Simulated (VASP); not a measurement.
# GaN (F-43m) in VASP: further runs, part 2 of 3

VASP 6.6.1. Earlier steps stand in the parts before.

## (3) Single point, r2SCAN (volume scaled by 1.06)

POSCAR

```
GaN
1.0
    0.0000000000      2.2930447630      2.2930447630
    2.2930447630      0.0000000000      2.2930447630
    2.2930447630      2.2930447630      0.0000000000
Ga N
1 1
Direct
    0.0000000000      0.0000000000      0.0000000000
    0.7500000000      0.7500000000      0.7500000000
```

INCAR.step1

```
PREC = Accurate
ENCUT = 520
ISMEAR = 0
SIGMA = 0.02
LREAL = False
LASPH = True
NELM = 60
NBANDS = 16
GGA = PE
ALGO = Normal
EDIFF = 1E-4
LWAVE = True
LCHARG = False
```

INCAR.step2

```
PREC = Accurate
ENCUT = 520
EDIFF = 1E-7
ISMEAR = 0
SIGMA = 0.02
LREAL = False
LASPH = True
NELM = 60
ALGO = Normal
ISIF = 2
LWAVE = False
LCHARG = False
METAGGA = R2SCAN
LMIXTAU = True
NBANDS = 16
ISTART = 1
```

KPOINTS

```
regular mesh
0
Gamma
  10 10 10
```

Potentials or basis: VASP PAW PBE potentials, release 64 (Ga_d, N).

Launch:

```bash
$ cat potpaw_PBE.64/Ga_d/POTCAR potpaw_PBE.64/N/POTCAR > POTCAR
$ cp INCAR.step1 INCAR
$ mpirun -np 1 vasp_std > vasp.out
$ cp INCAR.step2 INCAR
$ mpirun -np 1 vasp_std > vasp.out
```

OUTCAR:

```text
PREC = Accurate
   ENCUT = 520
   EDIFF = 1E-7
   ISMEAR = 0
   LREAL = False
   LASPH = True
   NELM = 60
   ISIF = 2
   METAGGA = R2SCAN
   ISTART = 1

 ion  position               nearest neighbor table
   1  0.000  0.000  0.000-   2 1.99   2 1.99   2 1.99   2 1.99
   2  0.750  0.750  0.750-   1 1.99   1 1.99   1 1.99   1 1.99

  LATTYP: Found a face centered cubic cell.
 ALAT       =     4.5860895260

  Lattice vectors:

 A1 = (   0.0000000000,   2.2930447630,   2.2930447630)
 A2 = (   2.2930447630,   0.0000000000,   2.2930447630)
 A3 = (   2.2930447630,   2.2930447630,   0.0000000000)

Analysis of symmetry for initial positions (statically):
=====================================================================
 Subroutine PRICEL returns:
 Original cell was already a primitive cell.

 Routine SETGRP: Setting up the symmetry group for a
 face centered cubic supercell.

 Subroutine GETGRP returns: Found 24 space group operations
 (whereof 24 operations were pure point group operations)
 out of a pool of 48 trial point group operations.

The static configuration has the point symmetry T_d .

Analysis of symmetry for dynamics (positions and initial velocities):
=====================================================================
 Subroutine PRICEL returns:
 Original cell was already a primitive cell.

 Routine SETGRP: Setting up the symmetry group for a
 face centered cubic supercell.

 Subroutine GETGRP returns: Found 24 space group operations
 (whereof 24 operations were pure point group operations)
 out of a pool of 48 trial point group operations.

The dynamic configuration has the point symmetry T_d .

 Subroutine INISYM returns: Found 24 space group operations
 (whereof 24 operations are pure point group operations),
 and found     1 'primitive' translations

----------------------------------------------------------------------------------------

                                     Primitive cell

  volume of cell :      24.1139

  direct lattice vectors                    reciprocal lattice vectors
     0.000000000  2.293044763  2.293044763    -0.218050693  0.218050693  0.218050693
     2.293044763  0.000000000  2.293044763     0.218050693 -0.218050693  0.218050693
     2.293044763  2.293044763  0.000000000     0.218050693  0.218050693 -0.218050693

  length of vectors
     3.242855003  3.242855003  3.242855003     0.377674879  0.377674879  0.377674879

  position of ions in fractional coordinates (direct lattice)
     0.000000000  0.000000000  0.000000000
     0.750000000  0.750000000  0.750000000

  ion indices of the primitive-cell ions
   primitive index   ion index
                 1           1
                 2           2

----------------------------------------------------------------------------------------

 KPOINTS: regular mesh

Automatic generation of k-mesh.
 Grid dimensions read from file:
 generate k-points for:   10   10   10

 Generating k-lattice:

  Cartesian coordinates                     Fractional coordinates (reciprocal lattice)
    -0.021805069  0.021805069  0.021805069     0.100000000  0.000000000  0.000000000
     0.021805069 -0.021805069  0.021805069     0.000000000  0.100000000  0.000000000
     0.021805069  0.021805069 -0.021805069     0.000000000  0.000000000  0.100000000

  Length of vectors
     0.037767488  0.037767488  0.037767488

  Shift w.r.t. Gamma in fractional coordinates (k-lattice)
     0.000000000  0.000000000  0.000000000

 Subroutine IBZKPT returns following result:
 ===========================================

 Found     47 irreducible k-points:

 Following reciprocal coordinates:
            Coordinates               Weight
  0.000000  0.000000  0.000000      1.000000
  0.100000  0.000000  0.000000      8.000000
  0.200000  0.000000  0.000000      8.000000
  0.300000  0.000000  0.000000      8.000000
  0.400000  0.000000  0.000000      8.000000
  0.500000  0.000000  0.000000      4.000000
[... 16 lines left out ...]
  0.300000  0.300000  0.000000      6.000000
  0.400000  0.300000  0.000000     24.000000
 [... further k-points ...]
   k-points           NKPTS =     47   k-points in BZ     NKDIM =     47   number of bands    NBANDS=     16
   number of dos      NEDOS =    301   number of ions     NIONS =      2
   total plane-waves  NPLWV =  13824
   dimension x,y,z NGX =    24 NGY =   24 NGZ =   24
   dimension x,y,z NGXF=    48 NGYF=   48 NGZF=   48
   ions per type =               1   1
   NGX,Y,Z   is equivalent  to a cutoff of  12.30, 12.30, 12.30 a.u.
   NGXF,Y,Z  is equivalent  to a cutoff of  24.61, 24.61, 24.61 a.u.
 SYSTEM =  unknown system
   PREC   = accura    normal or accurate (medium, high low for compatibility)
   ISTART =      1    job   : 0-new  1-cont  2-samecut
   ICHARG =      0    charge: 1-file 2-atom 10-const
   ISPIN  =      1    spin polarized calculation?
   LNONCOLLINEAR =      F non collinear calculations
   LSORBIT =      F    spin-orbit coupling
   LASPH  =      T    aspherical Exc in radial PAW
   ENCUT  =  520.0 eV  38.22 Ry    6.18 a.u.   6.03  6.03  6.03*2*pi/ulx,y,z
   NELM   =     60;   NELMIN=  2; NELMDL=  0     # of ELM steps
   EDIFF  = 0.1E-06   stopping-criterion for ELM
   LREAL  =      F    real-space projection
   EDIFFG = 0.1E-05   stopping-criterion for IOM
   NSW    =      0    number of steps for IOM
   IBRION =     -1    ionic relax: 0-MD 1-quasi-New 2-CG
   NFREE  =      0    steps in history (QN), initial steepest desc. (CG)
   ISIF   =      2    stress and relaxation
   ISYM   =      2    0-nonsym 1-usesym 2-fastsym
   POTIM  = 0.5000    time-step for ionic-motion
   TEBEG  =    0.0;   TEEND  =   0.0 temperature during run
   PSTRESS=    0.0 pullay stress
   NELECT =      18.0000    total number of electrons
   NUPDOWN=      -1.0000    fix difference up-down
   EMIN   =  10.00;   EMAX   =-10.00  energy-range for DOS
   EFERMI =   0.00;   METHOD = LEGACY
   ISMEAR =     0;   SIGMA  =   0.02  broadening in eV -4-tet -1-fermi 0-gaus
   EFERMI_NEDOS =   21; number of points for ismear=-14 and -15
   IALGO  =     38    algorithm
   IMIX   =      4    mixing-type and parameters
     AMIX     =   0.40;   BMIX     =  1.00
     AMIX_MAG =   1.60;   BMIX_MAG =  1.00
  volume/ion in A,a.u.               =      12.06        81.36
  Fermi-wavevector in a.u.,A,eV,Ry     =   1.485057  2.806351 30.006213  2.205394
  Thomas-Fermi vector in A             =   2.598516
   LORBIT       =      0    0 simple, 1 ext, 2 COOP (PROOUT), +10 PAW based schemes
   METAGGA = R2SCAN    functional components
   LHFCALC =     F    Hartree Fock is set to
   AEXX    =    0.0000 exact exchange contribution
   IVDW    =     0    specifies the selected vdW correction
   LEPSILON=     F    determine dielectric tensor
   LRPA    =     F    only Hartree local field effects (RPA)
 non-spin polarized calculation
 Gauss-broadening in eV      SIGMA  =   0.02
  energy-cutoff  :      520.00
  volume of cell :       24.11
 maximum number of plane-waves:       662
   NGX = 13   NGY = 13   NGZ = 13

 number of electron      17.9999984 magnetization

 Free energy of the ion-electron system (eV)
  ---------------------------------------------------
  ext. energy  EPLUGINS =         0.00000000
  ---------------------------------------------------
  free energy    TOTEN  =       -21.86071750 eV

  energy without entropy =      -21.86071750  energy(sigma->0) =      -21.86071750

 E-fermi :   4.5646     XC(G=0): -12.3307

 val. band max:        4.4655259243   @ k =   0.0000   0.0000   0.0000
 cond. band min:       6.2375577636   @ k =   0.0000   0.0000   0.0000
 fundamental gap:      1.7720318393
 Fermi energy:         4.5646267331

 k-point     1 :       0.0000    0.0000    0.0000
  band No.  band energies     occupation
      1     -11.8300      2.00000
      2      -9.3384      2.00000
      3      -9.3384      2.00000
      4      -9.3383      2.00000
      5      -9.0401      2.00000
      6      -9.0401      2.00000
[... 8 lines left out ...]
     15      23.7749      0.00000
     16      23.7749      0.00000

 k-point     2 :       0.1000    0.0000    0.0000
  band No.  band energies     occupation
      1     -11.7312      2.00000
      2      -9.3262      2.00000
      3      -9.3261      2.00000
      4      -9.2948      2.00000
      5      -9.0411      2.00000
      6      -9.0411      2.00000
[... 8 lines left out ...]
     15      22.4018      0.00000
     16      22.4151      0.00000
[... 387 lines left out ...]
      5      -8.9954      2.00000
      6      -8.5716      2.00000
[... 8 lines left out ...]
     15      26.7742      0.00000
     16      27.0791      0.00000

 k-point    24 :       0.4000    0.3000    0.0000
  band No.  band energies     occupation
      1     -10.9527      2.00000
      2      -9.1985      2.00000
      3      -9.1377      2.00000
      4      -9.1340      2.00000
      5      -8.9869      2.00000
      6      -8.1662      2.00000
[... 8 lines left out ...]
     15      26.9389      0.00000
     16      27.2011      0.00000

 [... further k-points ...]
[... 5 lines left out ...]
  --------------------------------------------------------------------------------------
  -------------------------------------------------------------------------------------
  Total       -1.3769580     -1.3769580     -1.3769580      0.0000000      0.0000000     -0.0000000
  in kB      -91.4879049    -91.4879049    -91.4879049      0.0000000      0.0000000     -0.0000000
  external PRESSURE =     -91.4879049 kB  Pullay stress =       0.0000000 kB

 VOLUME and BASIS-vectors are now :
 -----------------------------------------------------------------------------
  energy-cutoff  :      520.00
  volume of cell :       24.11
      direct lattice vectors                 reciprocal lattice vectors
     0.000000000  2.293044763  2.293044763    -0.218050693  0.218050693  0.218050693
     2.293044763  0.000000000  2.293044763     0.218050693 -0.218050693  0.218050693
     2.293044763  2.293044763  0.000000000     0.218050693  0.218050693 -0.218050693

 POSITION                                       TOTAL-FORCE (eV/Angst)
 -----------------------------------------------------------------------------------
      0.00000      0.00000      0.00000        -0.000000      0.000000      0.000000
      3.43957      3.43957      3.43957         0.000000     -0.000000     -0.000000
 -----------------------------------------------------------------------------------
    total drift:                               -0.000015     -0.000015     -0.000015

  FREE ENERGIE OF THE ION-ELECTRON SYSTEM (eV)
  ---------------------------------------------------
  free  energy   TOTEN  =       -21.8607174990 eV

  energy  without entropy=      -21.8607174990  energy(sigma->0) =      -21.86071750
```

OUTCAR.step1:

```text
PREC = Accurate
   ENCUT = 520
   ISMEAR = 0
   LREAL = False
   LASPH = True
[... 677 lines left out ...]
      0.00000      0.00000      0.00000         0.000000      0.000000     -0.000000
      3.43957      3.43957      3.43957        -0.000000     -0.000000      0.000000
 -----------------------------------------------------------------------------------
    total drift:                               -0.000002     -0.000002     -0.000002

  FREE ENERGIE OF THE ION-ELECTRON SYSTEM (eV)
  ---------------------------------------------------
  free  energy   TOTEN  =       -12.1466963616 eV

  energy  without entropy=      -12.1466963616  energy(sigma->0) =      -12.14669636
```

Wall time 52 s (1 thread of Intel Xeon Platinum 8488C (Sapphire Rapids), shared host); peak memory 0.15 GiB.

Results:

* Free energy: -21.8607 eV
* Pressure: -9.1 GPa
* Band gap on the k mesh: 1.77 eV, direct

Levels at points of the mesh, in eV from the valence-band top:
| k point | band 7 | band 8 | band 9 | band 10 | band 11 | band 12 |
| --- | --- | --- | --- | --- | --- | --- |
| (0.00, 0.00, 0.00) | 0.00 | 0.00 | 0.00 | 1.77 | 10.66 | 10.66 |
| (0.50, 0.00, 0.00) | -6.82 | -0.93 | -0.93 | 4.79 | 9.16 | 10.72 |
| (0.50, 0.50, 0.00) | -6.00 | -2.60 | -2.60 | 3.74 | 6.91 | 12.19 |

Caveat: the cell differs from its parent crystal (volume scaled by 1.06); the PAW data sets were made with another functional, which shifts forces and pressure a little.

## (4) Relaxation of cell and atoms, r2SCAN

This run uses another cell than the first one, of 11.44 Å³/atom, 0.977 times its volume.

POSCAR

```
GaN
1.0
    0.0000000000      2.2535006075      2.2535006075
    2.2535006075      0.0000000000      2.2535006075
    2.2535006075      2.2535006075      0.0000000000
Ga N
1 1
Direct
    0.0000000000      0.0000000000      0.0000000000
    0.7500000000      0.7500000000      0.7500000000
```

INCAR.step1

```
ALGO = Normal
EDIFF = 1E-4
ENCUT = 600
GGA = PE
ISMEAR = 0
LASPH = T
LCHARG = F
LREAL = F
LWAVE = T
NELM = 60
PREC = Accurate
SIGMA = 0.02
```

INCAR.step2

```
ALGO = Normal
EDIFF = 1E-6
EDIFFG = -0.005
ENCUT = 600
IBRION = 2
ISIF = 3
ISMEAR = 0
ISTART = 1
LASPH = T
LCHARG = F
LMIXTAU = T
LREAL = F
LWAVE = F
METAGGA = R2SCAN
NELM = 60
NSW = 100
PREC = Accurate
SIGMA = 0.02
```

KPOINTS

```
k-points
0
Gamma
  10 10 10
```

Potentials or basis: VASP PAW PBE potentials, release 64 (Ga_d, N).

Launch:

```bash
$ cat potpaw_PBE.64/Ga_d/POTCAR potpaw_PBE.64/N/POTCAR > POTCAR
$ cp INCAR.step1 INCAR
$ mpirun -np 1 vasp_std > vasp.out
$ cp INCAR.step2 INCAR
$ mpirun -np 1 vasp_std > vasp.out
```

OUTCAR:

```text
EDIFF = 1E-6
   EDIFFG = -0.005
   ENCUT = 600
   IBRION = 2
   ISIF = 3
   ISMEAR = 0
   ISTART = 1
   LASPH = T
   LREAL = F
   METAGGA = R2SCAN
   NELM = 60
   NSW = 100
   PREC = Accurate

 ion  position               nearest neighbor table
   1  0.000  0.000  0.000-   2 1.95   2 1.95   2 1.95   2 1.95
   2  0.750  0.750  0.750-   1 1.95   1 1.95   1 1.95   1 1.95

  LATTYP: Found a face centered cubic cell.
 ALAT       =     4.5070012150

  Lattice vectors:

 A1 = (   0.0000000000,   2.2535006075,   2.2535006075)
 A2 = (   2.2535006075,   0.0000000000,   2.2535006075)
 A3 = (   2.2535006075,   2.2535006075,   0.0000000000)

Analysis of symmetry for initial positions (statically):
=====================================================================
 Subroutine PRICEL returns:
 Original cell was already a primitive cell.

 Routine SETGRP: Setting up the symmetry group for a
 face centered cubic supercell.

 Subroutine GETGRP returns: Found 24 space group operations
 (whereof 24 operations were pure point group operations)
 out of a pool of 48 trial point group operations.

The static configuration has the point symmetry T_d .

[... 169 lines left out ...]
 k-point     1 :       0.0000    0.0000    0.0000
  band No.  band energies     occupation
      1     -11.7144      2.00000
      2      -8.8157      2.00000
      3      -8.8157      2.00000
      4      -8.8157      2.00000
      5      -8.4650      2.00000
      6      -8.4650      2.00000
      7       5.0160      2.00000
      8       5.0160      2.00000
      9       5.0160      2.00000
     10       7.1356      0.00000
     11      16.0204      0.00000
     12      16.0204      0.00000
     13      16.0204      0.00000
[... 354 lines left out ...]
  band No.  band energies     occupation
      1     -10.6703      2.00000
      2      -8.6621      2.00000
      3      -8.5806      2.00000
      4      -8.5773      2.00000
      5      -8.4034      2.00000
      6      -7.6407      2.00000
      7      -0.1060      2.00000
      8       2.4843      2.00000
      9       2.8039      2.00000
     10       9.9357      0.00000
     11      12.7774      0.00000
     12      16.5554      0.00000
     13      18.7473      0.00000

 [... further k-points ...]
[... 5 lines left out ...]
  --------------------------------------------------------------------------------------
  -------------------------------------------------------------------------------------
  Total        0.0010279      0.0010279      0.0010279      0.0000000     -0.0000000     -0.0000000
  in kB        0.0719529      0.0719529      0.0719529      0.0000000     -0.0000000     -0.0000000
  external PRESSURE =       0.0719529 kB  Pullay stress =       0.0000000 kB

 VOLUME and BASIS-vectors are now :
 -----------------------------------------------------------------------------
  energy-cutoff  :      600.00
  volume of cell :       22.89
      direct lattice vectors                 reciprocal lattice vectors
     0.000000000  2.253500607  2.253500607    -0.221877020  0.221877020  0.221877020
     2.253500607  0.000000000  2.253500607     0.221877020 -0.221877020  0.221877020
     2.253500607  2.253500607  0.000000000     0.221877020  0.221877020 -0.221877020

 POSITION                                       TOTAL-FORCE (eV/Angst)
 -----------------------------------------------------------------------------------
      0.00000      0.00000      0.00000        -0.000000     -0.000000     -0.000000
      3.38025      3.38025      3.38025         0.000000      0.000000      0.000000
 -----------------------------------------------------------------------------------
    total drift:                               -0.000018     -0.000018     -0.000018

  FREE ENERGIE OF THE ION-ELECTRON SYSTEM (eV)
  ---------------------------------------------------
  free  energy   TOTEN  =       -21.8982020568 eV

  energy  without entropy=      -21.8982020568  energy(sigma->0) =      -21.89820206

 reached required accuracy - stopping structural energy minimisation
```

It took 78 s on 1 thread of Intel Xeon Platinum 8488C (Sapphire Rapids), shared host; peak memory 0.17 GiB.

What came out:

```
Free energy             : -21.8982 eV
Pressure after relaxing : 0.0 GPa
Band gap on the k mesh  : 2.12 eV, direct
```

Final structure:
```
CELL_PARAMETERS angstrom
0.00000 2.25350 2.25350
2.25350 0.00000 2.25350
2.25350 2.25350 0.00000
ATOMIC_POSITIONS crystal
Ga 0.00000 0.00000 0.00000
N 0.75000 0.75000 0.75000
```

Caveat: the relaxation stopped at its first step, so nothing moved; the PAW data sets were made with another functional, which shifts forces and pressure a little. r2SCAN opens gaps a little over a GGA but as a rule still falls short of measured ones.

## (5) Single point, r2SCAN (volume scaled by 0.88)

POSCAR

```
GaN
1.0
    0.0000000000      2.1551200552      2.1551200552
    2.1551200552      0.0000000000      2.1551200552
    2.1551200552      2.1551200552      0.0000000000
Ga N
1 1
Direct
    0.0000000000      0.0000000000      0.0000000000
    0.7500000000      0.7500000000      0.7500000000
```

INCAR.step1

```
SYSTEM = GaN
PREC = Accurate
ENCUT = 520
ISMEAR = 0
SIGMA = 0.02
LREAL = .FALSE.
LASPH = .TRUE.
NELM = 80
NBANDS = 16
GGA = PE
ALGO = Normal
EDIFF = 1E-4
LWAVE = .TRUE.
LCHARG = .FALSE.
```

INCAR.step2

```
SYSTEM = GaN
PREC = Accurate
ENCUT = 520
EDIFF = 1E-7
ISMEAR = 0
SIGMA = 0.02
LREAL = .FALSE.
LASPH = .TRUE.
NELM = 80
ALGO = Normal
ISIF = 2
LWAVE = .FALSE.
LCHARG = .FALSE.
METAGGA = R2SCAN
LMIXTAU = .TRUE.
NBANDS = 16
ISTART = 1
```

KPOINTS

```
regular mesh
0
G
  10 10 10
  0 0 0
```

Launch:

```bash
$ cat potpaw_PBE.64/Ga_d/POTCAR potpaw_PBE.64/N/POTCAR > POTCAR
$ cp INCAR.step1 INCAR
$ mpirun -np 1 vasp_std > vasp.out
$ cp INCAR.step2 INCAR
$ mpirun -np 1 vasp_std > vasp.out
```

It took 3.1 min on 1 thread of AMD EPYC 7R13, shared host; peak memory 0.12 GiB.

The run converged. Its results:

| Quantity | Value |
| --- | --- |
| Free energy | -21.6198 eV |
| Pressure | 34.6 GPa |
| Band gap on the k mesh | 3.01 eV, direct |

Levels at points of the mesh, in eV from the valence-band top:
```
           k point  band 7  band 8  band 9  band 10  band 11  band 12
(0.00, 0.00, 0.00)    0.00    0.00    0.00     3.01    11.89    11.89
(0.50, 0.00, 0.00)   -8.13   -1.18   -1.18     6.13    10.14    11.71
(0.50, 0.50, 0.00)   -6.82   -3.31   -3.31     3.81     8.03    13.70
```

Caveat: the cell differs from its parent crystal (volume scaled by 0.88); the PAW data sets were made with another functional, which shifts forces and pressure a little.

[end of part 2 of 3]
